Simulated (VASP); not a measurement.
# Al (a cell with a defect) in VASP: single point with LDA

Aim: the single point of Al (a cell with a defect) with LDA.

All numbers are computed with VASP 6.6.1; they aren't measurements. Logs are shortened: lines on timing, memory, paths and dates and some standing lists are left out, and cuts for length are marked.

## Step 1: The cell of the first run

The cell holds a defect, 33 atoms: a = 8.100 Å, b = 8.100 Å, c = 8.100 Å, α = 90.00°, β = 90.00°, γ = 90.00°.

## Step 2: Single point, LDA

File INCAR:

```
ALGO = Normal ; EDIFF = 1E-7
ENCUT = 520 ; ISIF = 2
ISMEAR = 0 ; LASPH = True
LCHARG = False ; LREAL = Auto
LWAVE = False ; NBANDS = 72
NELM = 80 ; PREC = Accurate
SIGMA = 0.1
```

File KPOINTS:

```
k-points
0
Gamma
  2 2 2
```

File POSCAR:

```
Al
1.0
    8.1000000000      0.0000000000      0.0000000000
    0.0000000000      8.1000000000      0.0000000000
    0.0000000000      0.0000000000      8.1000000000
Al
33
Direct
    0.4972588889     -0.0028956790      0.0029667901
    0.7497500000      0.2498809877     -0.0024343210
    0.7507364198      0.0151746914      0.2501814815
    0.0023207407     -0.0021634568      0.0022153086
    0.2503072840      0.2502360494     -0.0152317284
    0.4975333333      0.5026286420      0.0026833333
    0.7507358025      0.7500937037     -0.0152281481
    0.2496353086      0.0602618519      0.2497900000
    0.5152590123      0.2502343210      0.2501385185
    0.7507595062      0.4847567901      0.2501828395
    0.4968388889     -0.0033162963      0.4967338272
    0.7497329630      0.2498650617      0.5024759259
    0.7497548148      0.0024537037      0.7498535802
    0.0020841975      0.5019391358      0.0019864198
    0.2496150617      0.7498338272     -0.0586675309
   -0.0151945679      0.2502204938      0.2501132099
    0.2496406173      0.4410124691      0.2497960494
    0.5614682716      0.7498046914      0.2497611111
    0.0027075309     -0.0025309877      0.4975212346
    0.2503182716      0.2502381481      0.5152254321
    0.4971362963      0.5030323457      0.4970332099
    0.7507239506      0.7500975309      0.5151906173
    0.2503550617      0.0151961728      0.7503740741
    0.5025217284      0.2498432099      0.7498162963
    0.7497700000      0.4975311111      0.7498645679
   -0.0577466667      0.7498304938      0.2497740741
    0.0024417284      0.5022829630      0.4977723457
    0.2496164198      0.7498227160      0.5605735802
   -0.0023522222      0.2498777778      0.7498469136
    0.2503591358      0.4847482716      0.7503813580
    0.5152411111      0.7500788889      0.7503622222
   -0.0152044444      0.7500620988      0.7503488889
    0.2524459259      0.7508487654      0.2512600000
```

Potentials or basis: VASP PAW LDA potentials, release 64 (Al).

The run is started by

```console
cat potpaw_LDA.64/Al/POTCAR > POTCAR
mpirun -np 1 vasp_std > vasp.out
```

OUTCAR:

```text
EDIFF = 1E-7
   ENCUT = 520
   ISIF = 2
   ISMEAR = 0
   LASPH = True
   LREAL = Auto
   NELM = 80
   PREC = Accurate

 ion  position               nearest neighbor table
   1  0.497  0.997  0.003-  23 2.86  31 2.87   5 2.87   9 2.87   7 2.87   3 2.87  18 2.88   8 2.88
                            15 2.88   2 2.89  13 2.90  24 2.90
   2  0.750  0.250  0.998-   9 2.79   3 2.79  10 2.79  16 2.79  24 2.84  13 2.84  25 2.84  29 2.84
                            14 2.89   4 2.89   6 2.89   1 2.89
   3  0.751  0.015  0.250-  18 2.64  26 2.65  16 2.69   9 2.70  12 2.79   2 2.79  19 2.86   4 2.86
                            11 2.87   1 2.87  22 3.04   7 3.04
   4  0.002  0.998  0.002-   7 2.86   3 2.86  32 2.87  23 2.87  16 2.87   5 2.87   8 2.88  15 2.88
                            26 2.88  29 2.89   2 2.89  13 2.89
   5  0.250  0.250  0.985-   8 2.64  17 2.65  30 2.69  23 2.69  24 2.79  29 2.79   6 2.87  14 2.87
                             1 2.87   4 2.87   9 3.04  16 3.04
   6  0.498  0.503  0.003-  30 2.86   5 2.87  31 2.87   9 2.87   7 2.87  10 2.87  18 2.88  17 2.88
                            15 2.88   2 2.89  25 2.89  24 2.90
   7  0.751  0.750  0.985-  18 2.64  26 2.65  32 2.68  31 2.69  13 2.79  25 2.79   4 2.86  14 2.86
                             1 2.87   6 2.87   3 3.04  10 3.04
   8  0.250  0.060  0.250-  33 2.51  16 2.64   5 2.64  20 2.64   9 2.65  11 2.88   1 2.88  19 2.88
                             4 2.88  17 3.08
   9  0.515  0.250  0.250-   8 2.65  17 2.65  10 2.69   3 2.70  12 2.79   2 2.79  21 2.87   6 2.87
[... 32 lines left out ...]
                            14 2.89  27 2.89   6 2.89  21 2.90
  26  0.942  0.750  0.250-  33 2.51   7 2.65  10 2.65   3 2.65  22 2.65  19 2.88   4 2.88  27 2.88
                            14 2.88  18 3.08
  27  0.002  0.502  0.498-  10 2.86  22 2.86  16 2.87  20 2.87  32 2.87  30 2.87  28 2.88  17 2.88
                            26 2.88  29 2.89  25 2.89  12 2.89
  28  0.250  0.750  0.561-  33 2.51  32 2.64  30 2.64  23 2.64  31 2.64  11 2.88  21 2.88  19 2.88
                            27 2.88  15 3.08
  29  0.998  0.250  0.750-  20 2.79  23 2.79   5 2.79  30 2.79  12 2.84  13 2.84  25 2.84   2 2.84
                            14 2.89   4 2.89  27 2.89  19 2.89
  30  0.250  0.485  0.750-  28 2.64  15 2.65   5 2.69  20 2.69  24 2.79  29 2.79   6 2.86  14 2.87
                            21 2.87  27 2.87  31 3.04  32 3.04
  31  0.515  0.750  0.750-  28 2.64  15 2.65   7 2.69  22 2.70  13 2.79  25 2.79   1 2.87   6 2.87
                            11 2.87  21 2.87  23 3.04  30 3.04
  32  0.985  0.750  0.750-  28 2.64  15 2.64   7 2.68  22 2.69  13 2.79  25 2.79   4 2.87  14 2.87
                            19 2.87  27 2.87  23 3.04  30 3.04
  33  0.252  0.751  0.251-  18 2.50  28 2.51   8 2.51  17 2.51  15 2.51  26 2.51

  LATTYP: Found a simple cubic cell.
 ALAT       =     8.1000000000

  Lattice vectors:

 A1 = (   8.1000000000,   0.0000000000,   0.0000000000)
 A2 = (   0.0000000000,   8.1000000000,   0.0000000000)
 A3 = (   0.0000000000,   0.0000000000,   8.1000000000)

Analysis of symmetry for initial positions (statically):
[... 184 lines left out ...]
   EFERMI =   0.00;   METHOD = LEGACY
   ISMEAR =     0;   SIGMA  =   0.10  broadening in eV -4-tet -1-fermi 0-gaus
   EFERMI_NEDOS =   21; number of points for ismear=-14 and -15
   IALGO  =     38    algorithm
   IMIX   =      4    mixing-type and parameters
     AMIX     =   0.40;   BMIX     =  1.00
     AMIX_MAG =   1.60;   BMIX_MAG =  1.00
  volume/ion in A,a.u.               =      16.10       108.68
  Fermi-wavevector in a.u.,A,eV,Ry     =   0.934978  1.766853 11.894002  0.874184
  Thomas-Fermi vector in A             =   2.061839
   LORBIT       =      0    0 simple, 1 ext, 2 COOP (PROOUT), +10 PAW based schemes
   GGA     = CA    functional components
   LHFCALC =     F    Hartree Fock is set to
   AEXX    =    0.0000 exact exchange contribution
   IVDW    =     0    specifies the selected vdW correction
   LEPSILON=     F    determine dielectric tensor
   LRPA    =     F    only Hartree local field effects (RPA)
 non-spin polarized calculation
 Gauss-broadening in eV      SIGMA  =   0.10
  energy-cutoff  :      520.00
  volume of cell :      531.44
 maximum number of plane-waves:     14400
   NGX = 31   NGY = 31   NGZ = 31

 number of electron      99.0000000 magnetization

 Free energy of the ion-electron system (eV)
  ---------------------------------------------------
  ext. energy  EPLUGINS =         0.00000000
  ---------------------------------------------------
  free energy    TOTEN  =      -136.62412345 eV

  energy without entropy =     -136.58709078  energy(sigma->0) =     -136.60560711

 E-fermi :   7.6881     XC(G=0): -10.4198

 val. band max:        7.6733963187   @ k =   0.5000   0.5000   0.5000
 cond. band min:       7.7680620575   @ k =   0.5000   0.0000   0.0000
 fundamental gap:      0.0946657388
 Fermi energy:         7.6881059196

 k-point     1 :       0.0000    0.0000    0.0000
  band No.  band energies     occupation
      1      -3.2588      2.00000
      2      -1.2888      2.00000
      3      -1.2885      2.00000
      4      -0.9334      2.00000
      5      -0.8745      2.00000
      6      -0.8745      2.00000
[... 501 lines left out ...]
     60      10.9280      0.00000
     61      10.9280      0.00000
 [bands above 61 left out]

------------------------ aborting loop because EDIFF is reached ----------------------------------------

  FORCE on cell =-STRESS in cart. coord.  units (eV):
  Direction    XX          YY          ZZ          XY          YZ          ZX
  --------------------------------------------------------------------------------------
  -------------------------------------------------------------------------------------
  Total        3.7452688      3.7373821      3.7395870     -0.0000024     -0.0004937      0.0015686
  in kB       11.2911589     11.2673823     11.2740294     -0.0000072     -0.0014883      0.0047290
  external PRESSURE =      11.2775235 kB  Pullay stress =       0.0000000 kB

 VOLUME and BASIS-vectors are now :
 -----------------------------------------------------------------------------
  energy-cutoff  :      520.00
  volume of cell :      531.44
      direct lattice vectors                 reciprocal lattice vectors
     8.100000000  0.000000000  0.000000000     0.123456790  0.000000000  0.000000000
     0.000000000  8.100000000  0.000000000     0.000000000  0.123456790  0.000000000
     0.000000000  0.000000000  8.100000000     0.000000000  0.000000000  0.123456790

 POSITION                                       TOTAL-FORCE (eV/Angst)
 -----------------------------------------------------------------------------------
      4.02780      8.07655      0.02403         0.005774      0.002454      0.002638
      6.07297      2.02404      8.08028         0.003124      0.000385     -0.008515
      6.08097      0.12292      2.02647        -0.006565     -0.002855     -0.002506
      0.01880      8.08248      0.01794         0.001926      0.005352     -0.000403
      2.02749      2.02691      7.97662        -0.003075     -0.002922      0.004021
      4.03002      4.07129      0.02173         0.007108      0.000745      0.001072
[... 25 lines left out ...]
      7.97684      6.07550      6.07783         0.002823     -0.000908     -0.003406
      2.04481      6.08187      2.03521        -0.003404     -0.000770     -0.000142
 -----------------------------------------------------------------------------------
    total drift:                               -0.017227     -0.005616     -0.010351

  FREE ENERGIE OF THE ION-ELECTRON SYSTEM (eV)
  ---------------------------------------------------
  free  energy   TOTEN  =      -136.6241234522 eV

  energy  without entropy=     -136.5870907777  energy(sigma->0) =     -136.60560711
```

stdout:

```text
POSCAR found type information on POSCAR Al
 POSCAR found :  1 types and      33 ions
 scaLAPACK will be used
 LDA part: xc-table for (Slater(with rela. corr.)+CA(PZ))
 , standard interpolation
 POSCAR, INCAR and KPOINTS ok, starting setup
 FFT: planning ... GRIDC
 FFT: planning ... GRID_SOFT
 FFT: planning ... GRID
 WAVECAR not read
 entering main loop
```

Wall time 7.3 min (1 thread of Intel Xeon 6975P-C, shared host); peak memory 0.46 GiB.

Results:

```yaml
Free_energy: -136.6241 eV
Pressure: 1.1 GPa
Largest_force: 0.012 eV/Å
```

Forces in eV/Å, atoms in the order of the input:
```
Al   0.006  0.002  0.003
Al   0.003  0.000 -0.009
Al  -0.007 -0.003 -0.003
Al   0.002  0.005  0.000
Al  -0.003 -0.003  0.004
Al   0.007  0.001  0.001
Al  -0.006 -0.002  0.002
Al   0.000 -0.003  0.000
Al  -0.004 -0.003 -0.002
Al  -0.007  0.003 -0.003
Al   0.005  0.002  0.002
Al   0.004  0.001  0.010
Al   0.003  0.010  0.001
Al   0.001 -0.002 -0.001
Al   0.001  0.001  0.001
Al   0.003 -0.002 -0.001
Al   0.000  0.002  0.000
Al   0.000  0.000  0.000
Al   0.003  0.004  0.004
Al  -0.004 -0.003 -0.004
Al   0.005  0.002  0.003
Al  -0.006 -0.002 -0.002
Al  -0.004 -0.004 -0.004
Al   0.012  0.001  0.002
Al   0.002 -0.008  0.001
Al  -0.003  0.000  0.001
Al   0.002 -0.001  0.006
Al   0.001  0.000 -0.004
Al  -0.008  0.001  0.002
Al  -0.004  0.004 -0.004
Al  -0.004 -0.001 -0.004
Al   0.003 -0.001 -0.003
Al  -0.003 -0.001  0.000
```

Caveat: the k points lie up to 0.39 Å⁻¹ apart.
